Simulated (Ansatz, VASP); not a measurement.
TePbS4 in VASP and in Ansatz

```xyz
6
Lattice="7.8412 0.0000 0.0000 0.0000 4.2566 2.3425 0.0000 -4.2566 2.3425" Properties=species:S:1:pos:R:3 pbc="T T T"
Te    3.9206    0.0000    0.8263
Pb    0.0000    0.0000    1.8893
S     5.8773    2.3856    3.1530
S     1.9640   -2.3856    3.1530
S     5.8773   -2.3856    3.1530
S     1.9640    2.3856    3.1530
```

Alike in both runs: task single point; functional PBE; k mesh 2 × 4 × 4; occupations gaussian, width 0.1 eV; no spin polarisation.

|  | VASP | Ansatz |
| --- | --- | --- |
| version | VASP 6.6.1 | Ansatz 0.2.0 |
| potentials or method | VASP PAW PBE potentials, release 64 (Te, Pb_d, S), cutoff 500 eV | scalar-relativistic, plane waves, PAW |
| valence electrons in the cell | 44 | 54 |

```csv
,VASP,Ansatz,Ansatz less VASP
gap on the k mesh at the Fermi level (eV),none,none,-
pressure (GPa),0.9,1.0,+0.12
"traceless stress, the component that is largest in VASP (GPa)",3.06,3.08,+0.022
rms of the force components (eV/Å),0.212,0.211,-0.0010
```

Atom by atom the forces differ by 0.004 eV/Å (rms over components). A gap of «none» marks a metal or a gap that the smearing closes. VASP's potentials hold 44 valence electrons a cell and Ansatz's 54, so a difference there can come from the potentials and not from the codes.

The k mesh is coarse, so the values compare programs but aren't converged. Spin-orbit coupling is off throughout.
